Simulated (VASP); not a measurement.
# Ge in VASP: a series of runs, part 2 of 2

VASP 6.6.1.

## Step 4: Relaxation of cell and atoms, PBE, target pressure 50 GPa, at which the enthalpy is minimised

This run uses another cell than the first one, of 17.37 Å³/atom.

Input file INCAR:

```
PREC     = Accurate       # precision mode
ENCUT    = 600            # plane-wave cutoff, eV
EDIFF    = 1E-6           # SCF threshold, eV
ISMEAR   = 0              # smearing method
SIGMA    = 0.1            # smearing width, eV
LREAL    = F              # projectors in reciprocal space
LASPH    = T              # aspherical terms in the spheres
NELM     = 100            # most SCF steps
ALGO     = Normal         # electronic algorithm
ISIF     = 3              # what is computed and relaxed
LWAVE    = F              # write WAVECAR
LCHARG   = F              # write CHGCAR
GGA      = PE             # functional
IBRION   = 2              # ionic algorithm
NSW      = 70             # ionic steps
EDIFFG   = -0.008         # ionic threshold
PSTRESS  = 500.0
```

Input file KPOINTS:

```
regular mesh
0
Gamma
  14 14 14
```

Input file POSCAR:

```
Ge
1.0
    0.0000000000      2.5897848738      2.5897848738
    2.5897848738      0.0000000000      2.5897848738
    2.5897848738      2.5897848738      0.0000000000
Ge
2
Direct
    0.5000000000      0.5000000000      0.5000000000
    0.7500000000      0.7500000000      0.7500000000
```

Potentials or basis: VASP PAW PBE potentials, release 64 (Ge_d).

Launch:

```sh
$ cat potpaw_PBE.64/Ge_d/POTCAR > POTCAR
$ mpirun -np 1 vasp_std > vasp.out
```

OUTCAR:

```text
PREC = Accurate
   ENCUT = 600
   EDIFF = 1E-6
   ISMEAR = 0
   LREAL = F
   LASPH = T
   NELM = 100
   ISIF = 3
   GGA = PE
   IBRION = 2
   NSW = 70
   EDIFFG = -0.008
   PSTRESS = 500.0

 ion  position               nearest neighbor table
   1  0.500  0.500  0.500-   2 2.24   2 2.24   2 2.24   2 2.24
   2  0.750  0.750  0.750-   1 2.24   1 2.24   1 2.24   1 2.24

  LATTYP: Found a face centered cubic cell.
 ALAT       =     5.1795697476

  Lattice vectors:

 A1 = (   0.0000000000,   2.5897848738,   2.5897848738)
 A2 = (   2.5897848738,   0.0000000000,   2.5897848738)
 A3 = (   2.5897848738,   2.5897848738,   0.0000000000)

Analysis of symmetry for initial positions (statically):
=====================================================================
 Subroutine PRICEL returns:
 Original cell was already a primitive cell.

 Routine SETGRP: Setting up the symmetry group for a
 face centered cubic supercell.

 Subroutine GETGRP returns: Found 48 space group operations
 (whereof 24 operations were pure point group operations)
 out of a pool of 48 trial point group operations.

The static configuration has the point symmetry T_d .
 The point group associated with its full space group is O_h .

Analysis of symmetry for dynamics (positions and initial velocities):
=====================================================================
 Subroutine PRICEL returns:
 Original cell was already a primitive cell.

 Routine SETGRP: Setting up the symmetry group for a
 face centered cubic supercell.

 Subroutine GETGRP returns: Found 48 space group operations
 (whereof 24 operations were pure point group operations)
 out of a pool of 48 trial point group operations.

The dynamic configuration has the point symmetry T_d .
 The point group associated with its full space group is O_h .

 Subroutine INISYM returns: Found 48 space group operations
 (whereof 24 operations are pure point group operations),
 and found     1 'primitive' translations

----------------------------------------------------------------------------------------

                                     Primitive cell

[... 114 lines left out ...]
   LORBIT       =      0    0 simple, 1 ext, 2 COOP (PROOUT), +10 PAW based schemes
   GGA     = PE    functional components
   LHFCALC =     F    Hartree Fock is set to
   AEXX    =    0.0000 exact exchange contribution
   IVDW    =     0    specifies the selected vdW correction
   LEPSILON=     F    determine dielectric tensor
   LRPA    =     F    only Hartree local field effects (RPA)
 conjugate gradient relaxation of ions
 non-spin polarized calculation
 Gauss-broadening in eV      SIGMA  =   0.10
  energy-cutoff  :      600.00
  volume of cell :       34.74
 maximum number of plane-waves:      1211
 NGX is ok and might be reduce to    30
   NGX = 15   NGY = 15   NGZ = 15

--------------------------------------- Ionic step        1  -------------------------------------------

 number of electron      27.9999989 magnetization

 Free energy of the ion-electron system (eV)
  ---------------------------------------------------
  ext. energy  EPLUGINS =         0.00000000
  ---------------------------------------------------
  free energy    TOTEN  =        -7.82957971 eV

  energy without entropy =       -7.82940187  energy(sigma->0) =       -7.82949079

------------------------ aborting loop because EDIFF is reached ----------------------------------------

  FORCE on cell =-STRESS in cart. coord.  units (eV):
  Direction    XX          YY          ZZ          XY          YZ          ZX
  --------------------------------------------------------------------------------------
  -------------------------------------------------------------------------------------
  Total        8.5938226      8.5938226      8.5938226     -0.0000000      0.0000000     -0.0000000
  in kB      396.3472961    396.3472961    396.3472961     -0.0000000      0.0000000     -0.0000000
  external PRESSURE =    -103.6527039 kB  Pullay stress =     500.0000000 kB
[... 25 lines left out ...]
--------------------------------------- Ionic step        2  -------------------------------------------

 number of electron      28.0000011 magnetization

 E-fermi :  10.1736     XC(G=0): -12.1638

 val. band max:       10.1393714073   @ k =   0.0714   0.0000   0.0000
 cond. band min:      10.1898578325   @ k =   0.5000   0.5000   0.0000
 fundamental gap:      0.0504864252
 Fermi energy:        10.1736163016

 k-point     1 :       0.0000    0.0000    0.0000
  band No.  band energies     occupation
      1     -15.7915      2.00000
      2     -15.7915      2.00000
      3     -15.7915      2.00000
      4     -15.7105      2.00000
      5     -15.7105      2.00000
      6     -15.1157      2.00000
[... 570 lines left out ...]
--------------------------------------- Ionic step        4  -------------------------------------------

 number of electron      28.0000019 magnetization

 Free energy of the ion-electron system (eV)
  ---------------------------------------------------
  ext. energy  EPLUGINS =         0.00000000
  ---------------------------------------------------
  free energy    TOTEN  =        -7.42177745 eV

  energy without entropy =       -7.42146947  energy(sigma->0) =       -7.42162346

 E-fermi :   8.5289     XC(G=0): -11.4781

 val. band max:        8.4111553885   @ k =  -0.0714   0.0714   0.0000
 cond. band min:       8.5495290319   @ k =   0.4286   0.4286   0.0000
 fundamental gap:      0.1383736434
 Fermi energy:         8.5289334893

 k-point     1 :       0.0000    0.0000    0.0000
  band No.  band energies     occupation
      1     -17.0300      2.00000
      2     -17.0300      2.00000
      3     -17.0300      2.00000
      4     -16.9639      2.00000
      5     -16.9639      2.00000
      6     -16.5163      2.00000
[... 528 lines left out ...]
  energy  without entropy=       -7.4214694704  energy(sigma->0) =       -7.42162346

  enthalpy is  TOTEN    =         2.9642984631 eV   P V=       10.3860759091

 reached required accuracy - stopping structural energy minimisation
```

Wall time 3.2 min (1 thread of Intel Xeon Platinum 8259CL at 2.50GHz (Skylake/Cascade Lake), shared host); peak memory 0.22 GiB.

Results:

```yaml
Free_energy: -7.4218 eV
Relaxed_volume: 16.64 Å³/atom
Relaxed_cell: a = 3.611 Å, b = 3.611 Å, c = 3.611 Å, α = 60.00°, β = 60.00°, γ = 60.00°
Space_group_after_relaxing_to_0.1_Å: Fd-3m (No. 227)
Energy_change_on_relaxing_the_run_minimises_the_enthalpy: +203.9 meV/atom
Ionic_steps: 4
Pressure_after_relaxing: 50.0 GPa
Band_gap_on_the_k_mesh: zero (bands 14 and 15 overlap by 0.02 eV)
```

The path:
| step | energy change (eV) | largest force (eV/Å) | pressure (GPa) | volume (Å³) |
| --- | --- | --- | --- | --- |
| 1 | 0.0000 | 0.0000 | 39.63 | 34.74 |
| 2 | 2.0477 | 0.0000 | 88.48 | 29.39 |
| 3 | 0.3894 | 0.0000 | 49.50 | 33.34 |
| 4 | 0.4078 | 0.0000 | 49.97 | 33.28 |

Final structure:
```xyz
2
Lattice="0.0000 2.5530 2.5530 2.5530 0.0000 2.5530 2.5530 2.5530 0.0000" Properties=species:S:1:pos:R:3 pbc="T T T"
Ge    2.5530    2.5530    2.5530
Ge    3.8295    3.8295    3.8295
```

Levels at points of the mesh, in eV from the Fermi level:
| k point | band 11 | band 12 | band 13 | band 14 | band 15 | band 16 | band 17 | band 18 |
| --- | --- | --- | --- | --- | --- | --- | --- | --- |
| (0.00, 0.00, 0.00) | -15.54 | 0.04 | 0.04 | 0.04 | 2.62 | 2.62 | 2.62 | 3.18 |
| (0.50, 0.00, 0.00) | -12.55 | -9.48 | -1.94 | -1.94 | 1.32 | 3.79 | 3.79 | 7.07 |
| (0.50, 0.50, 0.00) | -10.33 | -10.33 | -4.33 | -4.33 | 0.20 | 0.20 | 12.31 | 12.31 |

Caveat: the cell is relaxed towards a set pressure, so the run minimises the enthalpy, not the energy; semilocal functionals underestimate gaps, and a narrow one can read as zero.

## Step 5: Single point, PBE (shear of c along a, cell held: +2.0 %, then relaxed in part)

Input file INCAR:

```
PREC = Accurate ; ENCUT = 520
EDIFF = 1E-6 ; ISMEAR = 0
SIGMA = 0.1 ; LREAL = F
LASPH = T ; NELM = 80
ALGO = Fast ; ISIF = 2
LWAVE = F ; LCHARG = T
GGA = PE ; LVHAR = T
NBANDS = 36 ; KPAR = 4
```

Input file KPOINTS:

```
Automatic mesh
0
Gamma
  14 14 10
```

Input file POSCAR:

```
Ge
1.0
    2.8798158580      2.8798158580      0.0000000000
   -2.8798158580      2.8798158580      0.0000000000
    0.0814534929      0.0814534929      5.7596317160
Ge
4
Direct
    0.5018695520      0.5000000000      0.4999698123
    0.4981304480      0.0000000000      0.2500301877
    0.0018695520      0.0000000000     -0.0000301877
   -0.0018695520      0.5000000000      0.7500301877
```

Launch:

```sh
$ cat potpaw_PBE.64/Ge_d/POTCAR > POTCAR
$ mpirun -np 4 vasp_std > vasp.out
```

Run time: 10 min. Hardware: 4 MPI ranks of Oxide Virtual Turin-like, shared host; peak memory 1.2 GiB.

Results (log left out):

```yaml
Free_energy: -18.0681 eV
Pressure: 0.0 GPa
Largest_force: 0.006 eV/Å
Band_gap_on_the_k_mesh: zero (bands 28 and 29 overlap by 0.11 eV)
```

Forces in eV/Å, atoms in the order of the input:
```
Ge  -0.004 -0.004 -0.003
Ge   0.004  0.004  0.003
Ge  -0.004 -0.004 -0.003
Ge   0.004  0.004  0.003
```

Stress tensor (GPa, compression positive):
```
 0.02 -0.02 -0.76
-0.02  0.02 -0.76
-0.76 -0.76  0.04
```

Levels at points of the mesh, in eV from the Fermi level:
```tsv
k point	band 24	band 25	band 26	band 27	band 28	band 29	band 30	band 31	band 32	band 33
(0.00, 0.00, 0.00)	-2.89	-2.89	-0.46	-0.08	0.00	0.08	0.81	0.82	2.44	2.53
(0.50, 0.00, 0.00)	-6.43	-3.63	-3.63	-1.42	-1.42	1.85	1.85	4.66	4.66	4.89
(0.00, 0.50, 0.00)	-6.43	-3.63	-3.63	-1.42	-1.42	1.85	1.85	4.61	4.61	4.92
(0.50, 0.50, 0.00)	-8.66	-2.97	-2.97	-2.81	-2.81	0.71	0.71	0.92	0.92	9.02
(0.00, 0.00, 0.50)	-4.74	-1.91	-1.91	-1.91	-1.91	1.06	1.06	2.60	2.60	5.61
(0.50, 0.00, 0.50)	-7.35	-1.42	-1.38	-1.28	-1.24	-0.12	0.16	3.64	3.68	3.75
(0.00, 0.50, 0.50)	-7.36	-1.36	-1.36	-1.29	-1.29	0.02	0.02	3.68	3.68	3.75
(0.50, 0.50, 0.50)	-8.56	-3.68	-3.68	-3.64	-3.64	3.95	3.95	4.23	4.23	4.59
```

Caveat: the cell differs from its parent crystal (shear of c along a, cell held: +2.0 %, then relaxed in part); semilocal functionals underestimate gaps, and a narrow one can read as zero.

## Step 6: Summary

| task | cell | k mesh | cutoff (eV) | gap on the mesh (eV) | pressure (GPa) |
| --- | --- | --- | --- | --- | --- |
| relaxation of cell and atoms | relaxed to 1 GPa from a = 4.060 Å, angles 60.0°, 2 atoms, atomic positions A | 12 × 12 × 12 | 600 | none | 1.0 |
| relaxation of cell and atoms | relaxed to -1 GPa from a = 4.087 Å, angles 60.0°, 2 atoms, atomic positions A | 12 × 12 × 12 | 600 | none | -1.0 |
| relaxation of cell and atoms | relaxed to 50 GPa from a = 3.663 Å, angles 60.0°, 2 atoms, atomic positions A | 14 × 14 × 14 | 600 | none | 50.0 |
| single point | a = 4.073, b = 4.073, c = 5.761 Å, angles 90.0, 88.9, 90.0°, 4 atoms, atomic positions B | 14 × 14 × 10 | 520 | none | 0.0 |

Alike in all rows: level PBE; potentials or basis VASP PAW PBE potentials, release 64 (Ge_d); no spin polarisation; smearing gaussian 0.1 eV.

Caveats: semilocal functionals underestimate gaps, and a narrow one can read as zero; the cell is relaxed towards a set pressure, so the run minimises the enthalpy, not the energy (at least some runs).

Absolute energies hang on the potentials; compare differences alone.

The gap in the log of VASP goes by the Fermi energy; the results here count the filled bands.